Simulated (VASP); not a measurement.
# LiCl in VASP: settings compared, part 2 of 2

VASP 6.6.1. Earlier steps stand in the parts before.

### 4 Single point, PBE (strain +4.0%)

INCAR

```
SYSTEM = LiCl
PREC = Accurate
ENCUT = 520
EDIFF = 1E-7
ISMEAR = -1
SIGMA = 0.02
LREAL = .FALSE.
LASPH = .TRUE.
NELM = 100
ALGO = Normal
ISIF = 2
LWAVE = .FALSE.
LCHARG = .TRUE.
GGA = PE
LELF = .TRUE.
LVHAR = .TRUE.
NBANDS = 12
```

KPOINTS

```
Automatic mesh
0
G
  8 8 8
  0 0 0
```

POSCAR

```
LiCl
1.0
    0.0000000000      2.8423642456      2.8423642456
    2.8423642456      0.0000000000      2.8423642456
    2.8423642456      2.8423642456      0.0000000000
Li Cl
1 1
Direct
    0.0000000000      0.0000000000      0.0000000000
    0.2500000000      0.2500000000      0.2500000000
```

Potentials or basis: VASP PAW PBE potentials, release 64 (Li_sv, Cl).

Launch:

```
cat potpaw_PBE.64/Li_sv/POTCAR potpaw_PBE.64/Cl/POTCAR > POTCAR
mpirun -np 1 vasp_std > vasp.out
```

OUTCAR:

```text
SYSTEM = LiCl
   PREC = Accurate
   ENCUT = 520
   EDIFF = 1E-7
   ISMEAR = -1
   LREAL = .FALSE.
   LASPH = .TRUE.
   NELM = 100
   ISIF = 2
   GGA = PE

 ion  position               nearest neighbor table
   1  0.000  0.000  0.000-   2 2.46   2 2.46   2 2.46   2 2.46
   2  0.250  0.250  0.250-   1 2.46   1 2.46   1 2.46   1 2.46

  LATTYP: Found a face centered cubic cell.
 ALAT       =     5.6847284912

  Lattice vectors:

 A1 = (   0.0000000000,   2.8423642456,   2.8423642456)
 A2 = (   2.8423642456,   0.0000000000,   2.8423642456)
 A3 = (   2.8423642456,   2.8423642456,   0.0000000000)

Analysis of symmetry for initial positions (statically):
=====================================================================
 Subroutine PRICEL returns:
 Original cell was already a primitive cell.

 Routine SETGRP: Setting up the symmetry group for a
 face centered cubic supercell.

 Subroutine GETGRP returns: Found 24 space group operations
 (whereof 24 operations were pure point group operations)
 out of a pool of 48 trial point group operations.

The static configuration has the point symmetry T_d .

Analysis of symmetry for dynamics (positions and initial velocities):
=====================================================================
 Subroutine PRICEL returns:
 Original cell was already a primitive cell.

 Routine SETGRP: Setting up the symmetry group for a
 face centered cubic supercell.

 Subroutine GETGRP returns: Found 24 space group operations
 (whereof 24 operations were pure point group operations)
 out of a pool of 48 trial point group operations.

The dynamic configuration has the point symmetry T_d .

 Subroutine INISYM returns: Found 24 space group operations
 (whereof 24 operations are pure point group operations),
 and found     1 'primitive' translations

----------------------------------------------------------------------------------------

                                     Primitive cell

  volume of cell :      45.9271
[... 113 lines left out ...]
   LORBIT       =      0    0 simple, 1 ext, 2 COOP (PROOUT), +10 PAW based schemes
   GGA     = PE    functional components
   LHFCALC =     F    Hartree Fock is set to
   AEXX    =    0.0000 exact exchange contribution
   IVDW    =     0    specifies the selected vdW correction
   LEPSILON=     F    determine dielectric tensor
   LRPA    =     F    only Hartree local field effects (RPA)
 non-spin polarized calculation
  energy-cutoff  :      520.00
  volume of cell :       45.93
 maximum number of plane-waves:      1254
 NGX is ok and might be reduce to    30
   NGX = 15   NGY = 15   NGZ = 15

 number of electron      10.0000000 magnetization

 number of electron       9.9999994 magnetization

 Free energy of the ion-electron system (eV)
  ---------------------------------------------------
  ext. energy  EPLUGINS =         0.00000000
  ---------------------------------------------------
  free energy    TOTEN  =        -7.40340107 eV

  energy without entropy =       -7.40340107  energy(sigma->0) =       -7.40340107

 E-fermi :  -1.3259     XC(G=0):  -7.2694

 val. band max:       -1.7684686164   @ k =   0.0000   0.0000   0.0000
 cond. band min:       3.8974122296   @ k =   0.0000   0.0000   0.0000
 fundamental gap:      5.6658808460
 Fermi energy:        -1.3258730712

 k-point     1 :       0.0000    0.0000    0.0000
  band No.  band energies     occupation
      1     -44.9079      2.00000
      2     -14.2659      2.00000
      3      -1.7685      2.00000
      4      -1.7685      2.00000
      5      -1.7685      2.00000
      6       3.8974      0.00000
      7       8.2374      0.00000
      8       8.2374      0.00000
      9       8.2374      0.00000
     10      12.4163      0.00000
     11      12.4163      0.00000
     12      15.2137      0.00000
[... 331 lines left out ...]
 k-point    24 :      -0.3750    0.2500    0.1250
  band No.  band energies     occupation
      1     -44.9070      2.00000
      2     -14.0125      2.00000
      3      -3.2476      2.00000
      4      -2.4377      2.00000
      5      -2.1854      2.00000
      6       6.8683      0.00000
      7       7.1330      0.00000
      8       9.2560      0.00000
      9       9.3445      0.00000
     10      11.4596      0.00000
     11      13.4173      0.00000
     12      14.2427      0.00000

 [... further k-points ...]
[... 5 lines left out ...]
  --------------------------------------------------------------------------------------
  -------------------------------------------------------------------------------------
  Total       -0.5411819     -0.5411819     -0.5411819      0.0000000      0.0000000     -0.0000000
  in kB      -18.8792477    -18.8792477    -18.8792477      0.0000000      0.0000000     -0.0000000
  external PRESSURE =     -18.8792477 kB  Pullay stress =       0.0000000 kB

 VOLUME and BASIS-vectors are now :
 -----------------------------------------------------------------------------
  energy-cutoff  :      520.00
  volume of cell :       45.93
      direct lattice vectors                 reciprocal lattice vectors
     0.000000000  2.842364246  2.842364246    -0.175909896  0.175909896  0.175909896
     2.842364246  0.000000000  2.842364246     0.175909896 -0.175909896  0.175909896
     2.842364246  2.842364246  0.000000000     0.175909896  0.175909896 -0.175909896

 POSITION                                       TOTAL-FORCE (eV/Angst)
 -----------------------------------------------------------------------------------
      0.00000      0.00000      0.00000         0.000000      0.000000      0.000000
      1.42118      1.42118      1.42118        -0.000000     -0.000000     -0.000000
 -----------------------------------------------------------------------------------
    total drift:                                0.000000      0.000000     -0.000000

  FREE ENERGIE OF THE ION-ELECTRON SYSTEM (eV)
  ---------------------------------------------------
  free  energy   TOTEN  =        -7.4034010664 eV

  energy  without entropy=       -7.4034010664  energy(sigma->0) =       -7.40340107
```

OSZICAR:

```text
N       E                     dE             d eps       ncg     rms          rms(c)
DAV:   1     0.444901378242E+02    0.44490E+02   -0.38058E+03   696   0.738E+02
DAV:   2    -0.400954615061E+01   -0.48500E+02   -0.46533E+02   884   0.139E+02
DAV:   3    -0.737644484514E+01   -0.33669E+01   -0.33560E+01   896   0.381E+01
DAV:   4    -0.752596676539E+01   -0.14952E+00   -0.14947E+00  1096   0.796E+00
DAV:   5    -0.752720414282E+01   -0.12374E-02   -0.12374E-02   900   0.773E-01    0.232E+00
DAV:   6    -0.738469487159E+01    0.14251E+00   -0.33780E-01   812   0.240E+00    0.169E+00
DAV:   7    -0.738916879550E+01   -0.44739E-02   -0.85098E-02   868   0.135E+00    0.101E+00
DAV:   8    -0.740270918939E+01   -0.13540E-01   -0.16419E-02   820   0.776E-01    0.207E-01
DAV:   9    -0.740283227973E+01   -0.12309E-03   -0.37837E-04  1052   0.134E-01    0.108E-01
DAV:  10    -0.740339704958E+01   -0.56477E-03   -0.87301E-04   852   0.158E-01    0.512E-02
DAV:  11    -0.740339609691E+01    0.95267E-06   -0.19648E-05   972   0.274E-02    0.802E-03
DAV:  12    -0.740340061668E+01   -0.45198E-05   -0.42630E-06   872   0.127E-02    0.126E-03
DAV:  13    -0.740340110943E+01   -0.49276E-06   -0.62635E-07   940   0.469E-03    0.111E-03
DAV:  14    -0.740340106644E+01    0.42996E-07   -0.43456E-08   868   0.154E-03
   1 F= -.74034011E+01 E0= -.74034011E+01  d E =-.310169E-11
```

stdout:

```text
POSCAR found type information on POSCAR LiCl
 POSCAR found :  2 types and       2 ions
 scaLAPACK will be used
 LDA part: xc-table for (Slater+PW92), standard interpolation
 POSCAR, INCAR and KPOINTS ok, starting setup
 FFT: planning ... GRIDC
 FFT: planning ... GRID_SOFT
 FFT: planning ... GRID
 WAVECAR not read
 entering main loop
```

Run time: 12 s. Hardware: 1 thread of AMD EPYC 9R14 (Zen 4), shared host; peak memory 0.13 GiB.

What came out:

```
Free energy            : -7.4034 eV
Band gap on the k mesh : 5.67 eV, direct
```

Levels at points of the mesh, in eV from the valence-band top:
```tsv
k point	band 1	band 2	band 3	band 4	band 5	band 6	band 7	band 8	band 9	band 10
(0.00, 0.00, 0.00)	-43.14	-12.50	0.00	0.00	0.00	5.67	10.01	10.01	10.01	14.18
(0.50, 0.00, 0.00)	-43.14	-12.28	-1.69	-0.24	-0.24	8.02	10.10	10.18	10.18	15.60
(0.50, 0.50, 0.00)	-43.14	-12.21	-1.38	-0.69	-0.69	6.68	9.51	12.42	13.11	13.11
```

Caveat: the cell differs from its parent crystal (strain +4.0%); the cutoff is under 1.25 times the usual one of these potentials, so pressure, stress and relaxed cells hold a basis-set (Pulay) error. A k mesh can miss the band edges.

### 5 Single point, r2SCAN

This run uses another cell than the first one, of 20.41 Å³/atom, 0.971 times its volume.

POSCAR

```
LiCl
1.0
    0.0000000000      2.7330425439      2.7330425439
    2.7330425439      0.0000000000      2.7330425439
    2.7330425439      2.7330425439      0.0000000000
Li Cl
1 1
Direct
    0.0000000000      0.0000000000      0.0000000000
    0.2500000000      0.2500000000      0.2500000000
```

INCAR.step1

```
SYSTEM = LiCl
ALGO     = Normal         ! electronic algorithm
EDIFF    = 1E-4           ! SCF threshold, eV
ENCUT    = 520            ! plane-wave cutoff, eV
GGA      = PE             ! functional
ISMEAR   = 0              ! smearing method
LASPH    = .True.         ! aspherical terms in the spheres
LCHARG   = .False.        ! write CHGCAR
LREAL    = .False.        ! projectors in reciprocal space
LWAVE    = .True.         ! write WAVECAR
NBANDS   = 12             ! bands
NELM     = 60             ! most SCF steps
PREC     = Accurate       ! precision mode
SIGMA    = 0.01           ! smearing width, eV
```

INCAR.step2

```
SYSTEM = LiCl
ALGO     = Normal         ! electronic algorithm
EDIFF    = 1E-6           ! SCF threshold, eV
ENCUT    = 520            ! plane-wave cutoff, eV
ISIF     = 2              ! what is computed and relaxed
ISMEAR   = 0              ! smearing method
ISTART   = 1            
LASPH    = .True.         ! aspherical terms in the spheres
LCHARG   = .True.         ! write CHGCAR
LELF     = .True.         ! ELF
LMIXTAU  = .True.       
LREAL    = .False.        ! projectors in reciprocal space
LVHAR    = .True.       
LWAVE    = .False.        ! write WAVECAR
METAGGA  = R2SCAN         ! meta-GGA
NBANDS   = 12             ! bands
NELM     = 60             ! most SCF steps
PREC     = Accurate       ! precision mode
SIGMA    = 0.01           ! smearing width, eV
```

KPOINTS

```
k-points
0
Gamma
  8 8 8
  0 0 0
```

Potentials or basis: VASP PAW PBE potentials, release 64 (Li_sv, Cl).

Launch:

```
cat potpaw_PBE.64/Li_sv/POTCAR potpaw_PBE.64/Cl/POTCAR > POTCAR
cp INCAR.step1 INCAR
mpirun -np 1 vasp_std > vasp.out
cp INCAR.step2 INCAR
mpirun -np 1 vasp_std > vasp.out
```

OUTCAR:

```text
SYSTEM = LiCl
   EDIFF = 1E-6
   ENCUT = 520
   ISIF = 2
   ISMEAR = 0
   ISTART = 1
   LASPH = .True.
   LREAL = .False.
   METAGGA = R2SCAN
   NELM = 60
   PREC = Accurate

 ion  position               nearest neighbor table
   1  0.000  0.000  0.000-   2 2.37   2 2.37   2 2.37   2 2.37
   2  0.250  0.250  0.250-   1 2.37   1 2.37   1 2.37   1 2.37

  LATTYP: Found a face centered cubic cell.
 ALAT       =     5.4660850878

  Lattice vectors:

 A1 = (   0.0000000000,   2.7330425439,   2.7330425439)
 A2 = (   2.7330425439,   0.0000000000,   2.7330425439)
 A3 = (   2.7330425439,   2.7330425439,   0.0000000000)
[... 538 lines left out ...]
      9      11.1110      0.00000
     10      13.2571      0.00000
     11      15.2872      0.00000
     12      16.1509      0.00000

 [... further k-points ...]
[... 5 lines left out ...]
  --------------------------------------------------------------------------------------
  -------------------------------------------------------------------------------------
  Total       -0.0701518     -0.0701518     -0.0701518      0.0000000     -0.0000000      0.0000000
  in kB       -2.7528333     -2.7528333     -2.7528333      0.0000000     -0.0000000      0.0000000
  external PRESSURE =      -2.7528333 kB  Pullay stress =       0.0000000 kB

 VOLUME and BASIS-vectors are now :
 -----------------------------------------------------------------------------
  energy-cutoff  :      520.00
  volume of cell :       40.83
      direct lattice vectors                 reciprocal lattice vectors
     0.000000000  2.733042544  2.733042544    -0.182946292  0.182946292  0.182946292
     2.733042544  0.000000000  2.733042544     0.182946292 -0.182946292  0.182946292
     2.733042544  2.733042544  0.000000000     0.182946292  0.182946292 -0.182946292

 POSITION                                       TOTAL-FORCE (eV/Angst)
 -----------------------------------------------------------------------------------
      0.00000      0.00000      0.00000         0.000000      0.000000      0.000000
      1.36652      1.36652      1.36652        -0.000000     -0.000000     -0.000000
 -----------------------------------------------------------------------------------
    total drift:                                0.000000      0.000000      0.000000

  FREE ENERGIE OF THE ION-ELECTRON SYSTEM (eV)
  ---------------------------------------------------
  free  energy   TOTEN  =       -12.5778952313 eV

  energy  without entropy=      -12.5778952313  energy(sigma->0) =      -12.57789523
```

OUTCAR.step1:

```text
SYSTEM = LiCl
   EDIFF = 1E-4
   ENCUT = 520
   GGA = PE
   ISMEAR = 0
   LASPH = .True.
   LREAL = .False.
[... 581 lines left out ...]
      0.00000      0.00000      0.00000         0.000000      0.000000      0.000000
      1.36652      1.36652      1.36652        -0.000000     -0.000000     -0.000000
 -----------------------------------------------------------------------------------
    total drift:                               -0.000001     -0.000001     -0.000001

  FREE ENERGIE OF THE ION-ELECTRON SYSTEM (eV)
  ---------------------------------------------------
  free  energy   TOTEN  =        -7.4247434716 eV

  energy  without entropy=       -7.4247434716  energy(sigma->0) =       -7.42474347
```

OSZICAR.step1:

```text
N       E                     dE             d eps       ncg     rms          rms(c)
DAV:   1     0.436391375047E+02    0.43639E+02   -0.39823E+03   696   0.758E+02
DAV:   2    -0.448477486140E+01   -0.48124E+02   -0.46508E+02   824   0.140E+02
DAV:   3    -0.741851290896E+01   -0.29337E+01   -0.29253E+01   896   0.372E+01
DAV:   4    -0.753711535802E+01   -0.11860E+00   -0.11857E+00  1056   0.738E+00
DAV:   5    -0.753799280605E+01   -0.87745E-03   -0.87744E-03   932   0.684E-01    0.232E+00
DAV:   6    -0.741045718321E+01    0.12754E+00   -0.28351E-01   788   0.227E+00    0.172E+00
DAV:   7    -0.741330966732E+01   -0.28525E-02   -0.79366E-02   856   0.134E+00    0.102E+00
DAV:   8    -0.742468580796E+01   -0.11376E-01   -0.14457E-02   796   0.732E-01    0.199E-01
DAV:   9    -0.742474347158E+01   -0.57664E-04   -0.25123E-04   988   0.109E-01
   1 F= -.74247435E+01 E0= -.74247435E+01  d E =-.477939E-29
```

Wall time 52 s (1 thread of AMD EPYC 9R14 (Zen 4), shared host); peak memory 0.13 GiB.

What came out:

```
Free energy            : -12.5779 eV
Band gap on the k mesh : 6.77 eV, direct
```

Levels at points of the mesh, in eV from the valence-band top:
| k point | band 1 | band 2 | band 3 | band 4 | band 5 | band 6 | band 7 | band 8 | band 9 | band 10 |
| --- | --- | --- | --- | --- | --- | --- | --- | --- | --- | --- |
| (0.00, 0.00, 0.00) | -44.13 | -13.30 | 0.00 | 0.00 | 0.00 | 6.77 | 11.05 | 11.05 | 11.05 | 15.32 |
| (0.50, 0.00, 0.00) | -44.13 | -13.00 | -2.04 | -0.29 | -0.29 | 9.21 | 11.13 | 11.13 | 11.47 | 17.09 |
| (0.50, 0.50, 0.00) | -44.13 | -12.90 | -1.65 | -0.85 | -0.85 | 7.18 | 10.44 | 14.68 | 15.12 | 15.12 |

Caveat: the cutoff is under 1.25 times the usual one of these potentials, so pressure, stress and relaxed cells hold a basis-set (Pulay) error; the PAW data sets were made with another functional, which shifts forces and pressure a little.

### 6 Single point, PBE (uniaxial x strain +3.0%)

INCAR

```
SYSTEM = LiCl
  PREC = Accurate
  ENCUT = 520
  EDIFF = 1E-7
  ISMEAR = -1
  SIGMA = 0.02
  LREAL = .FALSE.
  LASPH = .TRUE.
  NELM = 80
  ALGO = Normal
  ISIF = 2
  LWAVE = .FALSE.
  LCHARG = .TRUE.
  GGA = PE
  LELF = .TRUE.
  LVHAR = .TRUE.
  NBANDS = 12
```

KPOINTS

```
Automatic mesh
0
G
  8 8 8
  0 0 0
```

POSCAR

```
LiCl
1.0
    0.0000000000      2.7330425439      2.7330425439
    2.8150338202      0.0000000000      2.7330425439
    2.8150338202      2.7330425439      0.0000000000
Li Cl
1 1
Direct
    0.0000000000      0.0000000000      0.0000000000
    0.2500000000      0.2500000000      0.2500000000
```

Potentials or basis: VASP PAW PBE potentials, release 64 (Li_sv, Cl).

Launch:

```
cat potpaw_PBE.64/Li_sv/POTCAR potpaw_PBE.64/Cl/POTCAR > POTCAR
mpirun -np 1 vasp_std > vasp.out
```

Run time: 21 s. Hardware: 1 thread of AMD EPYC 9R14 (Zen 4), shared host; peak memory 0.14 GiB.

Results (log left out):

- Free energy: -7.4268 eV
- Band gap on the k mesh: 5.93 eV, direct

Levels at points of the mesh, in eV from the valence-band top:
| k point | band 2 | band 3 | band 4 | band 5 | band 6 | band 7 | band 8 | band 9 |
| --- | --- | --- | --- | --- | --- | --- | --- | --- |
| (0.00, 0.00, 0.00) | -12.69 | -0.06 | 0.00 | 0.00 | 5.93 | 10.10 | 10.14 | 10.14 |
| (0.50, 0.00, 0.00) | -12.41 | -1.96 | -0.35 | -0.24 | 8.26 | 10.18 | 10.42 | 10.57 |
| (0.50, 0.50, 0.00) | -12.32 | -1.57 | -0.87 | -0.84 | 6.62 | 9.56 | 13.32 | 13.55 |
| (0.00, 0.50, 0.50) | -12.35 | -1.64 | -0.75 | -0.75 | 6.67 | 9.70 | 12.96 | 13.77 |

Caveat: the cell differs from its parent crystal (uniaxial x strain +3.0%); the cutoff is under 1.25 times the usual one of these potentials, so pressure, stress and relaxed cells hold a basis-set (Pulay) error. A k mesh can miss the band edges.

### 7 Summary

```csv
level,cell,k mesh,smearing,gap on the mesh (eV)
PBE,"a = 3.865, b = 3.924, c = 3.924 Å, angles 59.0, 60.5, 60.5°, 2 atoms",4 × 4 × 4,gaussian 0.01 eV,5.93
PBE,"a = 3.865 Å, angles 60.0°, 2 atoms",8 × 8 × 8,fermi-dirac 0.02 eV,6.06
PBE,"a = 4.020 Å, angles 60.0°, 2 atoms",8 × 8 × 8,fermi-dirac 0.02 eV,5.67
r2SCAN,"a = 3.865 Å, angles 60.0°, 2 atoms",8 × 8 × 8,gaussian 0.01 eV,6.77
PBE,"a = 3.865, b = 3.924, c = 3.924 Å, angles 59.0, 60.5, 60.5°, 2 atoms",8 × 8 × 8,fermi-dirac 0.02 eV,5.93
```

Alike in all rows: task single point; potentials or basis VASP PAW PBE potentials, release 64 (Li_sv, Cl); no spin polarisation; cutoff (eV) 520.

Caveats: some runs use coarse meshes; the cutoff is under 1.25 times the usual one of these potentials, so pressure, stress and relaxed cells hold a basis-set (Pulay) error; the PAW data sets were made with another functional, which shifts forces and pressure a little (some runs).

Absolute energies hang on the potentials; compare differences alone.
